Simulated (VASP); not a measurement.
Write the native input for VASP 6.6.1 that does the following.

```
Task                   : single point
Functional             : LDA
Potentials or basis    : VASP PAW LDA potentials, release 64 (Sc_sv)
Cutoff                 : 500 eV
k mesh                 : 11 × 11 × 6
Occupations            : fermi-dirac, width 0.01 eV
Spin                   : no spin polarisation
Dipole correction      : no
Further INCAR settings : ALGO = Normal; EDIFF = 1e-06; NBANDS = 18
```

The structure of Sc lies in POSCAR:

```
Sc
1.0
    3.2269060027      0.0000000000      0.0000000000
   -1.6134530014      2.7945825740      0.0000000000
    0.0000000000      0.0000000000      5.0094253455
Sc
2
Direct
    0.3333333333      0.6666666667      0.2500000000
    0.6666666667      0.3333333333      0.7500000000
```

One way to write it, as run:

INCAR

```
SYSTEM = Sc
ALGO     = Normal         ! electronic algorithm
EDIFF    = 1E-6           ! SCF threshold, eV
ENCUT    = 500            ! plane-wave cutoff, eV
GGA_COMPAT= .False.      
ISIF     = 2              ! what is computed and relaxed
ISMEAR   = -1             ! smearing method
LASPH    = .True.         ! aspherical terms in the spheres
LCHARG   = .False.        ! write CHGCAR
LREAL    = .False.        ! projectors in reciprocal space
LWAVE    = .False.        ! write WAVECAR
NBANDS   = 18             ! bands
NELM     = 120            ! most SCF steps
PREC     = Accurate       ! precision mode
SIGMA    = 0.01           ! smearing width, eV
```

KPOINTS

```
k-points
0
Gamma
  11 11 6
  0 0 0
```

Potentials or basis: VASP PAW LDA potentials, release 64 (Sc_sv).

The run is started by

```sh
$ cat potpaw_LDA.64/Sc_sv/POTCAR > POTCAR
$ mpirun -np 1 vasp_std > vasp.out
```

Results of the run:

```
Pressure               : -0.2 GPa
Band gap on the k mesh : zero (band 11 reaches 5.00 eV, above the bottom of band 12 at 3.41 eV)
```

Wall time 45 s on 1 thread of AMD EPYC 7R43 64-Core Processor (Zen 3), with other jobs on the host, peak memory 0.12 GiB.
